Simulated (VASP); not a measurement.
# CrO2 (P4_2/mnm) in VASP: single point with PBEsol

Aim: the single point of CrO2 with PBEsol.

Everything below comes from runs of VASP 6.6.1. Logs are shortened: lines on timing, memory, paths and dates and some standing lists are left out, and cuts for length are marked.

## (1) The cell of the first run

It takes space group P4_2/mnm (No. 136, tetragonal). Conventional cell: a = 4.392 Å, b = 4.392 Å, c = 2.888 Å, α = 90.00°, β = 90.00°, γ = 90.00°. Within 2.5 Å of Cr (site symmetry mmm) lie 6 O at 1.88 to 1.89 Å. O (site symmetry m2m) has 3 Cr at 1.88 to 1.89 Å and 1 O at 2.44 Å within 2.5 Å.

## (2) Single point, PBEsol, collinear spin, ferromagnetic start

INCAR reads:

```
  PREC = Accurate
  ENCUT = 600
  EDIFF = 1E-6
  ISMEAR = 0
  SIGMA = 0.1
  LREAL = False
  LASPH = True
  NELM = 200
  ALGO = Normal
  ISIF = 2
  LWAVE = False
  LCHARG = False
  ISPIN = 2
  MAGMOM = 1.88 1.88 0 0 0 0
  LORBIT = 11
  LMAXMIX = 4
  GGA = PS
  NBANDS = 37
  GGA_COMPAT = False
```

KPOINTS reads:

```
Automatic mesh
0
Gamma
  8 8 12
```

POSCAR reads:

```
CrO2
1.0
    4.3923521274      0.0000000000      0.0000000000
    0.0000000000      4.3923521274      0.0000000000
    0.0000000000      0.0000000000      2.8876642851
Cr O
2 4
Direct
    0.0000000000      0.0000000000      0.0000000000
    0.5000000000      0.5000000000      0.5000000000
    0.3033025093      0.3033025093      0.0000000000
    0.1966974907      0.8033025093      0.5000000000
    0.6966974907      0.6966974907      0.0000000000
    0.8033025093      0.1966974907      0.5000000000
```

Potentials or basis: VASP PAW PBE potentials, release 64 (Cr_pv, O).

The run is started by

```
> cat potpaw_PBE.64/Cr_pv/POTCAR potpaw_PBE.64/O/POTCAR > POTCAR
> mpirun -np 1 vasp_std > vasp.out
```

OUTCAR:

```text
PREC = Accurate
   ENCUT = 600
   EDIFF = 1E-6
   ISMEAR = 0
   LREAL = False
   LASPH = True
   NELM = 200
   ISIF = 2
   ISPIN = 2
   LORBIT = 11
   GGA = PS

 ion  position               nearest neighbor table
   1  0.000  0.000  0.000-   3 1.88   5 1.88   4 1.89   6 1.89   4 1.89   6 1.89
   2  0.500  0.500  0.500-   4 1.88   6 1.88   5 1.89   3 1.89   3 1.89   5 1.89
   3  0.303  0.303  0.000-   1 1.88   2 1.89   2 1.89
   4  0.197  0.803  0.500-   2 1.88   1 1.89   1 1.89
   5  0.697  0.697  0.000-   1 1.88   2 1.89   2 1.89
   6  0.803  0.197  0.500-   2 1.88   1 1.89   1 1.89

  LATTYP: Found a simple tetragonal cell.
 ALAT       =     4.3923521274
 C/A-ratio  =     0.6574300514

  Lattice vectors:

 A1 = (   4.3923521274,   0.0000000000,   0.0000000000)
 A2 = (   0.0000000000,   4.3923521274,   0.0000000000)
 A3 = (   0.0000000000,   0.0000000000,   2.8876642851)

Analysis of symmetry for initial positions (statically):
=====================================================================
 Subroutine PRICEL returns:
 Original cell was already a primitive cell.

 Routine SETGRP: Setting up the symmetry group for a
 simple tetragonal supercell.

 Subroutine GETGRP returns: Found 16 space group operations
 (whereof  8 operations were pure point group operations)
 out of a pool of 16 trial point group operations.

The static configuration has the point symmetry D_2h.
 The point group associated with its full space group is D_4h.

Analysis of symmetry for dynamics (positions and initial velocities):
=====================================================================
 Subroutine PRICEL returns:
 Original cell was already a primitive cell.

 Routine SETGRP: Setting up the symmetry group for a
 simple tetragonal supercell.

 Subroutine GETGRP returns: Found 16 space group operations
 (whereof  8 operations were pure point group operations)
 out of a pool of 16 trial point group operations.

The dynamic configuration has the point symmetry D_2h.
 The point group associated with its full space group is D_4h.

Analysis of structural, dynamic, and magnetic symmetry:
=====================================================================
 Subroutine PRICEL returns:
 Original cell was already a primitive cell.

 Routine SETGRP: Setting up the symmetry group for a
 simple tetragonal supercell.

 Subroutine GETGRP returns: Found 16 space group operations
 (whereof  8 operations were pure point group operations)
 out of a pool of 16 trial point group operations.

The overall configuration has the point symmetry D_2h.
 The point group associated with its full space group is D_4h.

 Subroutine INISYM returns: Found 16 space group operations
 (whereof  8 operations are pure point group operations),
 and found     1 'primitive' translations

----------------------------------------------------------------------------------------

                                     Primitive cell

  volume of cell :      55.7110

  direct lattice vectors                    reciprocal lattice vectors
     4.392352127  0.000000000  0.000000000     0.227668450  0.000000000  0.000000000
     0.000000000  4.392352127  0.000000000     0.000000000  0.227668450  0.000000000
     0.000000000  0.000000000  2.887664285     0.000000000  0.000000000  0.346300643

  length of vectors
     4.392352127  4.392352127  2.887664285     0.227668450  0.227668450  0.346300643

  position of ions in fractional coordinates (direct lattice)
     0.000000000  0.000000000  0.000000000
     0.500000000  0.500000000  0.500000000
     0.303302509  0.303302509  0.000000000
     0.196697491  0.803302509  0.500000000
     0.696697491  0.696697491  0.000000000
     0.803302509  0.196697491  0.500000000

  ion indices of the primitive-cell ions
   primitive index   ion index
                 1           1
                 2           2
                 3           3
                 4           4
                 5           5
                 6           6

----------------------------------------------------------------------------------------

[... 48 lines left out ...]
  0.375000  0.125000  0.083333     16.000000
  0.500000  0.125000  0.083333      8.000000
 [... further k-points ...]
   k-points           NKPTS =    105   k-points in BZ     NKDIM =    105   number of bands    NBANDS=     37
   number of dos      NEDOS =    301   number of ions     NIONS =      6
   total plane-waves  NPLWV =  31104
   dimension x,y,z NGX =    36 NGY =   36 NGZ =   24
   dimension x,y,z NGXF=    72 NGYF=   72 NGZF=   48
   ions per type =               2   4
   NGX,Y,Z   is equivalent  to a cutoff of  13.63, 13.63, 13.82 a.u.
   NGXF,Y,Z  is equivalent  to a cutoff of  27.25, 27.25, 27.63 a.u.
 SYSTEM =  unknown system
   PREC   = accura    normal or accurate (medium, high low for compatibility)
   ISTART =      0    job   : 0-new  1-cont  2-samecut
   ICHARG =      2    charge: 1-file 2-atom 10-const
   ISPIN  =      2    spin polarized calculation?
   LNONCOLLINEAR =      F non collinear calculations
   LSORBIT =      F    spin-orbit coupling
   LASPH  =      T    aspherical Exc in radial PAW
   ENCUT  =  600.0 eV  44.10 Ry    6.64 a.u.   8.77  8.77  5.77*2*pi/ulx,y,z
   NELM   =    200;   NELMIN=  2; NELMDL= -5     # of ELM steps
   EDIFF  = 0.1E-05   stopping-criterion for ELM
   LREAL  =      F    real-space projection
   EDIFFG = 0.1E-04   stopping-criterion for IOM
   NSW    =      0    number of steps for IOM
   IBRION =     -1    ionic relax: 0-MD 1-quasi-New 2-CG
   NFREE  =      0    steps in history (QN), initial steepest desc. (CG)
   ISIF   =      2    stress and relaxation
   ISYM   =      2    0-nonsym 1-usesym 2-fastsym
   POTIM  = 0.5000    time-step for ionic-motion
   TEBEG  =    0.0;   TEEND  =   0.0 temperature during run
   PSTRESS=    0.0 pullay stress
   NELECT =      48.0000    total number of electrons
   NUPDOWN=      -1.0000    fix difference up-down
   EMIN   =  10.00;   EMAX   =-10.00  energy-range for DOS
   EFERMI =   0.00;   METHOD = LEGACY
   ISMEAR =     0;   SIGMA  =   0.10  broadening in eV -4-tet -1-fermi 0-gaus
   EFERMI_NEDOS =   21; number of points for ismear=-14 and -15
   IALGO  =     38    algorithm
   IMIX   =      4    mixing-type and parameters
     AMIX     =   0.40;   BMIX     =  1.00
     AMIX_MAG =   1.60;   BMIX_MAG =  1.00
  volume/ion in A,a.u.               =       9.29        62.66
  Fermi-wavevector in a.u.,A,eV,Ry     =   1.557788  2.943792 33.017288  2.426702
  Thomas-Fermi vector in A             =   2.661387
   LORBIT       =     11    0 simple, 1 ext, 2 COOP (PROOUT), +10 PAW based schemes
   GGA     = PS    functional components
   LHFCALC =     F    Hartree Fock is set to
   AEXX    =    0.0000 exact exchange contribution
   IVDW    =     0    specifies the selected vdW correction
   LEPSILON=     F    determine dielectric tensor
   LRPA    =     F    only Hartree local field effects (RPA)
 spin polarized calculation
 Gauss-broadening in eV      SIGMA  =   0.10
  energy-cutoff  :      600.00
  volume of cell :       55.71
 maximum number of plane-waves:      1895
 NGX is ok and might be reduce to    36
   NGX = 17   NGY = 17   NGZ = 11

 number of electron      47.9999992 magnetization       3.9998702

 Free energy of the ion-electron system (eV)
  ---------------------------------------------------
  ext. energy  EPLUGINS =         0.00000000
  ---------------------------------------------------
  free energy    TOTEN  =       -53.05410291 eV

  energy without entropy =      -53.04662243  energy(sigma->0) =      -53.05036267

 E-fermi :   5.9134     XC(G=0): -12.3311

 val. band max:        5.9121215761   @ k =   0.2500   0.2500   0.2500
 cond. band min:       5.9136086747   @ k =   0.5000   0.5000   0.4167
 fundamental gap:      0.0014870986
 Fermi energy:         5.9134397322

 spin component 1

 k-point     1 :       0.0000    0.0000    0.0000
  band No.  band energies     occupation
      1     -38.9169      1.00000
      2     -38.9169      1.00000
      3     -38.7797      1.00000
      4     -38.7797      1.00000
      5     -38.7031      1.00000
      6     -38.6871      1.00000
[... 925 lines left out ...]
     35      16.0251      0.00000
     36      16.0251      0.00000

 [... further k-points ...]

 spin component 2

 k-point     1 :       0.0000    0.0000    0.0000
  band No.  band energies     occupation
      1     -36.9466      1.00000
      2     -36.9466      1.00000
      3     -36.6046      1.00000
      4     -36.6046      1.00000
      5     -36.4148      1.00000
      6     -36.3958      1.00000
[... 925 lines left out ...]
     35      16.2321      0.00000
     36      16.2321      0.00000

 [... further k-points ...]

 [bands above 36 left out]

------------------------ aborting loop because EDIFF is reached ----------------------------------------

  FORCE on cell =-STRESS in cart. coord.  units (eV):
  Direction    XX          YY          ZZ          XY          YZ          ZX
  --------------------------------------------------------------------------------------
  -------------------------------------------------------------------------------------
  Total        0.0456180      0.0456180      0.1310375     -0.0000000      0.0000000      0.0000000
  in kB        1.3119142      1.3119142      3.7684720     -0.0000000      0.0000000      0.0000000
  external PRESSURE =       2.1307668 kB  Pullay stress =       0.0000000 kB

 VOLUME and BASIS-vectors are now :
 -----------------------------------------------------------------------------
  energy-cutoff  :      600.00
  volume of cell :       55.71
      direct lattice vectors                 reciprocal lattice vectors
     4.392352127  0.000000000  0.000000000     0.227668450  0.000000000  0.000000000
     0.000000000  4.392352127  0.000000000     0.000000000  0.227668450  0.000000000
     0.000000000  0.000000000  2.887664285     0.000000000  0.000000000  0.346300643

 POSITION                                       TOTAL-FORCE (eV/Angst)
 -----------------------------------------------------------------------------------
      0.00000      0.00000      0.00000        -0.000000      0.000000      0.000000
      2.19618      2.19618      1.44383        -0.000000      0.000000      0.000000
      1.33221      1.33221      0.00000        -0.013586     -0.013586     -0.000000
      0.86396      3.52839      1.44383         0.013586     -0.013586      0.000000
      3.06014      3.06014      0.00000         0.013586      0.013586      0.000000
      3.52839      0.86396      1.44383        -0.013586      0.013586      0.000000
 -----------------------------------------------------------------------------------
    total drift:                               -0.000000      0.000000      0.000000

  FREE ENERGIE OF THE ION-ELECTRON SYSTEM (eV)
  ---------------------------------------------------
  free  energy   TOTEN  =       -53.0541029050 eV

  energy  without entropy=      -53.0466224339  energy(sigma->0) =      -53.05036267

 total charge

# of ion       s       p       d       tot
------------------------------------------
    1        0.372   6.497   4.078  10.946
    2        0.372   6.497   4.078  10.946
    3        1.564   3.460   0.000   5.023
    4        1.564   3.460   0.000   5.023
    5        1.564   3.460   0.000   5.023
    6        1.564   3.460   0.000   5.023
--------------------------------------------------
tot          6.998  26.831   8.156  41.985

 magnetization (x)

# of ion       s       p       d       tot
------------------------------------------
    1        0.020   0.032   2.010   2.062
    2        0.020   0.032   2.010   2.062
    3       -0.003  -0.059   0.000  -0.062
    4       -0.003  -0.059   0.000  -0.062
    5       -0.003  -0.059   0.000  -0.062
    6       -0.003  -0.059   0.000  -0.062
--------------------------------------------------
tot          0.030  -0.171   4.019   3.878
```

Wall time 8.2 min (1 thread of Intel Xeon Platinum 8375C at 2.90GHz (Ice Lake), shared host); peak memory 0.46 GiB.

Results:

```
Free energy                                           : -53.0541 eV
Pressure                                              : 0.2 GPa
Largest force                                         : 0.019 eV/Å
Band gap on the k mesh                                : zero (filled and empty bands overlap)
Net moment                                            : 4.00 μB per cell
Site moments                                          : Cr +2.06; O -0.06 μB
Valence electrons inside the program's atomic spheres : Cr 10.95; O 5.02
```

Forces on the atoms (eV/Å):
```
Cr   0.000  0.000  0.000
Cr   0.000  0.000  0.000
O   -0.014 -0.014  0.000
O    0.014 -0.014  0.000
O    0.014  0.014  0.000
O   -0.014  0.014  0.000
```

Caveat: the PAW data sets were made with another functional, which shifts forces and pressure a little; semilocal functionals often make such compounds metallic where correlation or magnetic order opens a gap, which also shifts bond lengths; the run started ferromagnetic, and an antiferromagnetic order may lie lower in energy. With open d or f shells a metallic result of PBEsol can be an artefact of self-interaction; +U or a hybrid may open a gap.
